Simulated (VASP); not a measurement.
The system is Cu.

```xyz
2
Lattice="4.1589 0.0000 0.0000 -3.4449 2.3300 0.0000 0.0000 0.0000 2.4755" Properties=species:S:1:pos:R:3 pbc="T T T"
Cu   -2.4270    2.0181    0.6189
Cu    3.1410    0.3119    1.8566
```

* Program: VASP 6.6.1
* Task: relaxation of cell and atoms
* Functional: PBEsol
* Dispersion: D3(BJ)
* Potentials or basis: VASP PAW PBE potentials, release 64 (Cu)
* Cutoff: 600 eV
* k mesh: 14 × 14 × 13
* Occupations: fermi-dirac, width 0.05 eV
* Spin: no spin polarisation

At the start: pressure -7.7 GPa; volume 11.99 Å³/atom.

Problem. How do energy, volume and symmetry change on relaxing?

Solution. Over 8 steps the energy falls by 15.6 meV/atom and the volume is 11.38 Å³/atom (-5.1 %); space group Cmcm (No. 63, to 0.1 Å) before and after.

Step by step:
```
step  energy change (eV)  largest force (eV/Å)  pressure (GPa)  volume (Å³)
   1              0.0000                0.0067           -7.74        23.99
   2             -0.0167                0.1228            6.26        22.03
   3             -0.0308                0.0675           -0.02        22.78
   4             -0.0308                0.0691            0.14        22.76
   5             -0.0312                0.0176            0.19        22.75
   6             -0.0312                0.0055            0.23        22.74
   7             -0.0312                0.0036           -0.22        22.80
   8             -0.0312                0.0016            0.02        22.77
```

Final structure:
```
Cu
1.0
     4.08458   -0.00215    0.00000
    -3.38457    2.28659    0.00000
     0.00000    0.00000    2.43975
Cu
2
Direct
  0.13339 0.86661 0.25000
  0.86661 0.13339 0.75000
```

Caveat: the PAW data sets were made with another functional, which shifts forces and pressure a little.
